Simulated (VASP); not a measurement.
# TaH3Br2 (P6/mmm) in VASP: single point with PBE

Aim: the single point of TaH3Br2 with PBE.

Everything below comes from runs of VASP 6.6.1. Logs are shortened: lines on timing, memory, paths and dates and some standing lists are left out, and cuts for length are marked.

### Step 1. The cell of the first run

Symmetry: P6/mmm, No. 191, hexagonal system. Conventional cell: a = 5.613 Å, b = 5.613 Å, c = 3.716 Å, α = 90.00°, β = 90.00°, γ = 120.00°. Ta (site symmetry 6/mmm) has 6 Br at 3.24 Å and 12 H at 3.37 Å and 2 Ta at 3.72 Å within 4.3 Å. Within 3.3 Å of H (site symmetry mmm) lie 4 Br at 2.47 Å and 4 H at 2.81 Å. Br (site symmetry -6m2) has 6 H at 2.47 Å and 3 Ta at 3.24 Å and 3 Br at 3.24 Å within 3.3 Å.

### Step 2. Single point, PBE

INCAR reads:

```
PREC     = Accurate       # precision mode
ENCUT    = 520            # plane-wave cutoff, eV
EDIFF    = 1E-7           # SCF threshold, eV
ISMEAR   = 0              # smearing method
SIGMA    = 0.1            # smearing width, eV
LREAL    = F              # projectors in reciprocal space
LASPH    = T              # aspherical terms in the spheres
NELM     = 80             # most SCF steps
ALGO     = Normal         # electronic algorithm
ISIF     = 2              # what is computed and relaxed
LWAVE    = F              # write WAVECAR
LCHARG   = T              # write CHGCAR
GGA      = PE             # functional
LELF     = T              # ELF
LVHAR    = T            
NBANDS   = 23             # bands
```

KPOINTS reads:

```
regular mesh
0
Gamma
  6 6 6
```

POSCAR reads:

```
TaH3Br2
1.0
    5.6129923300      0.0000000000      0.0000000000
   -2.8064961600      4.8609939500      0.0000000000
    0.0000000000      0.0000000000      3.7162903200
Ta H Br
1 3 2
Direct
    0.0000000000      0.0000000000      0.0000000000
    0.5000000000      0.0000000000      0.5000000000
    0.0000000000      0.5000000000      0.5000000000
    0.5000000000      0.5000000000      0.5000000000
    0.6666666700      0.3333333300      0.0000000000
    0.3333333300      0.6666666700      0.0000000000
```

Potentials or basis: VASP PAW PBE potentials, release 64 (Ta_pv, H, Br).

On the command line:

```sh
$ cat potpaw_PBE.64/Ta_pv/POTCAR potpaw_PBE.64/H/POTCAR potpaw_PBE.64/Br/POTCAR > POTCAR
$ mpirun -np 1 vasp_std > vasp.out
```

OUTCAR:

```text
PREC = Accurate
   ENCUT = 520
   EDIFF = 1E-7
   ISMEAR = 0
   LREAL = F
   LASPH = T
   NELM = 80
   ISIF = 2
   GGA = PE

 ion  position               nearest neighbor table
   1  0.000  0.000  0.000-
   2  0.500  0.000  0.500-
   3  0.000  0.500  0.500-
   4  0.500  0.500  0.500-
   5  0.667  0.333  0.000-
   6  0.333  0.667  0.000-

  LATTYP: Found a hexagonal cell.
 ALAT       =     5.6129923300
 C/A-ratio  =     0.6620871901

  Lattice vectors:

 A1 = (   5.6129923300,   0.0000000000,   0.0000000000)
 A2 = (  -2.8064961600,   4.8609939500,   0.0000000000)
 A3 = (   0.0000000000,   0.0000000000,   3.7162903200)

Analysis of symmetry for initial positions (statically):
=====================================================================
 Subroutine PRICEL returns:
 Original cell was already a primitive cell.

 Routine SETGRP: Setting up the symmetry group for a
 hexagonal supercell.

 Subroutine GETGRP returns: Found 24 space group operations
 (whereof 24 operations were pure point group operations)
 out of a pool of 24 trial point group operations.

The static configuration has the point symmetry D_6h.

Analysis of symmetry for dynamics (positions and initial velocities):
=====================================================================
 Subroutine PRICEL returns:
 Original cell was already a primitive cell.

 Routine SETGRP: Setting up the symmetry group for a
 hexagonal supercell.

 Subroutine GETGRP returns: Found 24 space group operations
 (whereof 24 operations were pure point group operations)
 out of a pool of 24 trial point group operations.

The dynamic configuration has the point symmetry D_6h.

 Subroutine INISYM returns: Found 24 space group operations
 (whereof 24 operations are pure point group operations),
 and found     1 'primitive' translations

----------------------------------------------------------------------------------------

                                     Primitive cell

  volume of cell :     101.3979

  direct lattice vectors                    reciprocal lattice vectors
     5.612992330  0.000000000  0.000000000     0.178158091  0.102859622  0.000000000
    -2.806496160  4.860993950  0.000000000     0.000000000  0.205719244  0.000000000
     0.000000000  0.000000000  3.716290320     0.000000000  0.000000000  0.269085543

  length of vectors
     5.612992330  5.612992328  3.716290320     0.205719244  0.205719244  0.269085543

  position of ions in fractional coordinates (direct lattice)
     0.000000000  0.000000000  0.000000000
     0.500000000  0.000000000  0.500000000
     1.000000000  0.500000000  0.500000000
     0.500000000  0.500000000  0.500000000
     0.666666670  0.333333330  0.000000000
     0.333333330  0.666666670  0.000000000

  ion indices of the primitive-cell ions
   primitive index   ion index
                 1           1
                 2           2
                 3           3
                 4           4
                 5           5
                 6           6

----------------------------------------------------------------------------------------

 KPOINTS: regular mesh

Automatic generation of k-mesh.
 Grid dimensions read from file:
 generate k-points for:    6    6    6

 Generating k-lattice:

  Cartesian coordinates                     Fractional coordinates (reciprocal lattice)
     0.029693015  0.017143270  0.000000000     0.166666667  0.000000000  0.000000000
     0.000000000  0.034286541  0.000000000     0.000000000  0.166666667  0.000000000
     0.000000000  0.000000000  0.044847591     0.000000000  0.000000000  0.166666667

  Length of vectors
     0.034286541  0.034286541  0.044847591

  Shift w.r.t. Gamma in fractional coordinates (k-lattice)
     0.000000000  0.000000000  0.000000000

 Subroutine IBZKPT returns following result:
 ===========================================

 Found     28 irreducible k-points:

 Following reciprocal coordinates:
            Coordinates               Weight
  0.000000  0.000000  0.000000      1.000000
  0.166667  0.000000  0.000000      6.000000
  0.333333 -0.000000  0.000000      6.000000
  0.500000  0.000000  0.000000      3.000000
  0.166667  0.166667  0.000000      6.000000
  0.333333  0.166667  0.000000     12.000000
[... 16 lines left out ...]
  0.166667  0.000000  0.500000      6.000000
  0.333333 -0.000000  0.500000      6.000000
 [... further k-points ...]
   k-points           NKPTS =     28   k-points in BZ     NKDIM =     28   number of bands    NBANDS=     23
   number of dos      NEDOS =    301   number of ions     NIONS =      6
   total plane-waves  NPLWV =  49392
   dimension x,y,z NGX =    42 NGY =   42 NGZ =   28
   dimension x,y,z NGXF=    84 NGYF=   84 NGZF=   56
   ions per type =               1   3   2
   NGX,Y,Z   is equivalent  to a cutoff of  12.44, 12.44, 12.53 a.u.
   NGXF,Y,Z  is equivalent  to a cutoff of  24.88, 24.88, 25.05 a.u.
 SYSTEM =  unknown system
   PREC   = accura    normal or accurate (medium, high low for compatibility)
   ISTART =      0    job   : 0-new  1-cont  2-samecut
   ICHARG =      2    charge: 1-file 2-atom 10-const
   ISPIN  =      1    spin polarized calculation?
   LNONCOLLINEAR =      F non collinear calculations
   LSORBIT =      F    spin-orbit coupling
   LASPH  =      T    aspherical Exc in radial PAW
   ENCUT  =  520.0 eV  38.22 Ry    6.18 a.u.  10.44 10.44  6.91*2*pi/ulx,y,z
   NELM   =     80;   NELMIN=  2; NELMDL= -5     # of ELM steps
   EDIFF  = 0.1E-06   stopping-criterion for ELM
   LREAL  =      F    real-space projection
   EDIFFG = 0.1E-05   stopping-criterion for IOM
   NSW    =      0    number of steps for IOM
   IBRION =     -1    ionic relax: 0-MD 1-quasi-New 2-CG
   NFREE  =      0    steps in history (QN), initial steepest desc. (CG)
   ISIF   =      2    stress and relaxation
   ISYM   =      2    0-nonsym 1-usesym 2-fastsym
   POTIM  = 0.5000    time-step for ionic-motion
   TEBEG  =    0.0;   TEEND  =   0.0 temperature during run
   PSTRESS=    0.0 pullay stress
   NELECT =      28.0000    total number of electrons
   NUPDOWN=      -1.0000    fix difference up-down
   EMIN   =  10.00;   EMAX   =-10.00  energy-range for DOS
   EFERMI =   0.00;   METHOD = LEGACY
   ISMEAR =     0;   SIGMA  =   0.10  broadening in eV -4-tet -1-fermi 0-gaus
   EFERMI_NEDOS =   21; number of points for ismear=-14 and -15
   IALGO  =     38    algorithm
   IMIX   =      4    mixing-type and parameters
     AMIX     =   0.40;   BMIX     =  1.00
     AMIX_MAG =   1.60;   BMIX_MAG =  1.00
  volume/ion in A,a.u.               =      16.90       114.04
  Fermi-wavevector in a.u.,A,eV,Ry     =   1.066067  2.014574 15.463002  1.136499
  Thomas-Fermi vector in A             =   2.201639
   LORBIT       =      0    0 simple, 1 ext, 2 COOP (PROOUT), +10 PAW based schemes
   GGA     = PE    functional components
   LHFCALC =     F    Hartree Fock is set to
   AEXX    =    0.0000 exact exchange contribution
   IVDW    =     0    specifies the selected vdW correction
   LEPSILON=     F    determine dielectric tensor
   LRPA    =     F    only Hartree local field effects (RPA)
 non-spin polarized calculation
 Gauss-broadening in eV      SIGMA  =   0.10
  energy-cutoff  :      520.00
  volume of cell :      101.40
 maximum number of plane-waves:      2751
 NGX is ok and might be reduce to    42
   NGX = 21   NGY = 21   NGZ = 13

 number of electron      27.9999997 magnetization

 Free energy of the ion-electron system (eV)
  ---------------------------------------------------
  ext. energy  EPLUGINS =         0.00000000
  ---------------------------------------------------
  free energy    TOTEN  =       -15.50879055 eV

  energy without entropy =      -15.46614477  energy(sigma->0) =      -15.48746766

 E-fermi :   2.4958     XC(G=0):  -9.4264

 val. band max:        2.4955211609   @ k =   0.1667   0.0000   0.1667
 cond. band min:       2.5247548050   @ k =   0.3333   0.3333   0.5000
 fundamental gap:      0.0292336441
 Fermi energy:         2.4958018801

 k-point     1 :       0.0000    0.0000    0.0000
  band No.  band energies     occupation
      1     -33.8509      2.00000
      2     -33.8509      2.00000
      3     -33.5110      2.00000
      4     -14.0930      2.00000
      5     -12.9056      2.00000
      6      -3.7991      2.00000
[... 15 lines left out ...]
     22       6.9735      0.00000
     23       9.5762      0.00000

 k-point     2 :       0.1667    0.0000    0.0000
  band No.  band energies     occupation
      1     -33.8510      2.00000
      2     -33.8509      2.00000
      3     -33.5110      2.00000
      4     -14.0267      2.00000
      5     -12.9897      2.00000
      6      -3.8135      2.00000
[... 15 lines left out ...]
     22       6.9381      0.00000
     23       9.9069      0.00000

 k-point     3 :       0.3333   -0.0000    0.0000
  band No.  band energies     occupation
      1     -33.8512      2.00000
      2     -33.8509      2.00000
      3     -33.5110      2.00000
      4     -13.8537      2.00000
      5     -13.1948      2.00000
      6      -3.8408      2.00000
[... 15 lines left out ...]
     22       7.2046      0.00000
     23      10.6067      0.00000

 k-point     4 :       0.5000    0.0000    0.0000
  band No.  band energies     occupation
      1     -33.8513      2.00000
      2     -33.8510      2.00000
      3     -33.5110      2.00000
      4     -13.7094      2.00000
      5     -13.3536      2.00000
      6      -3.8537      2.00000
[... 15 lines left out ...]
     22       7.9786      0.00000
     23      10.3072      0.00000

 k-point     5 :       0.1667    0.1667    0.0000
  band No.  band energies     occupation
      1     -33.8511      2.00000
      2     -33.8510      2.00000
      3     -33.5110      2.00000
      4     -13.9056      2.00000
      5     -13.1349      2.00000
      6      -4.0044      2.00000
[... 434 lines left out ...]
 k-point    22 :       0.0000    0.0000    0.5000
  band No.  band energies     occupation
      1     -33.8475      2.00000
      2     -33.8475      2.00000
      3     -33.5530      2.00000
      4     -13.7432      2.00000
      5     -12.6945      2.00000
      6      -4.5792      2.00000
[... 15 lines left out ...]
     22       9.1452      0.00000
     23       9.1452      0.00000

 k-point    23 :       0.1667    0.0000    0.5000
  band No.  band energies     occupation
      1     -33.8476      2.00000
      2     -33.8475      2.00000
      3     -33.5530      2.00000
      4     -13.6831      2.00000
      5     -12.7670      2.00000
      6      -4.4791      2.00000
[... 15 lines left out ...]
     22       8.4107      0.00000
     23       9.0555      0.00000

 k-point    24 :       0.3333   -0.0000    0.5000
  band No.  band energies     occupation
      1     -33.8478      2.00000
      2     -33.8476      2.00000
      3     -33.5530      2.00000
      4     -13.5271      2.00000
      5     -12.9453      2.00000
      6      -4.2015      2.00000
[... 15 lines left out ...]
     22       8.1059      0.00000
     23       8.7482      0.00000

 [... further k-points ...]
[... 5 lines left out ...]
  --------------------------------------------------------------------------------------
  -------------------------------------------------------------------------------------
  Total       -6.9929096     -6.9929096     -7.9151504     -0.0000000     -0.0000000      0.0000000
  in kB     -110.4941618   -110.4941618   -125.0663827     -0.0000001     -0.0000000      0.0000000
  external PRESSURE =    -115.3515688 kB  Pullay stress =       0.0000000 kB

 VOLUME and BASIS-vectors are now :
 -----------------------------------------------------------------------------
  energy-cutoff  :      520.00
  volume of cell :      101.40
      direct lattice vectors                 reciprocal lattice vectors
     5.612992330  0.000000000  0.000000000     0.178158091  0.102859622  0.000000000
    -2.806496160  4.860993950  0.000000000     0.000000000  0.205719244  0.000000000
     0.000000000  0.000000000  3.716290320     0.000000000  0.000000000  0.269085543

 POSITION                                       TOTAL-FORCE (eV/Angst)
 -----------------------------------------------------------------------------------
      0.00000      0.00000      0.00000         0.000000      0.000000      0.000000
      2.80650      0.00000      1.85815         0.000000      0.000000      0.000000
     -1.40325      2.43050      1.85815         0.000000      0.000000      0.000000
      1.40325      2.43050      1.85815         0.000000      0.000000      0.000000
      2.80650      1.62033      0.00000        -0.000000     -0.000000      0.000000
     -0.00000      3.24066      0.00000         0.000000      0.000000      0.000000
 -----------------------------------------------------------------------------------
    total drift:                                0.000000     -0.000000     -0.000000

  FREE ENERGIE OF THE ION-ELECTRON SYSTEM (eV)
  ---------------------------------------------------
  free  energy   TOTEN  =       -15.5087905525 eV

  energy  without entropy=      -15.4661447740  energy(sigma->0) =      -15.48746766
```

It took 54 s on 1 thread of Intel Xeon Platinum 8488C (Sapphire Rapids), shared host; peak memory 0.25 GiB.

What came out:

- Free energy: -15.5088 eV
- Pressure: -11.5 GPa
- Band gap on the k mesh: zero (band 14 reaches 2.87 eV, above the bottom of band 15 at 1.84 eV)

Caveat: spin-orbit coupling is left out, which moves the levels of the heavy elements.
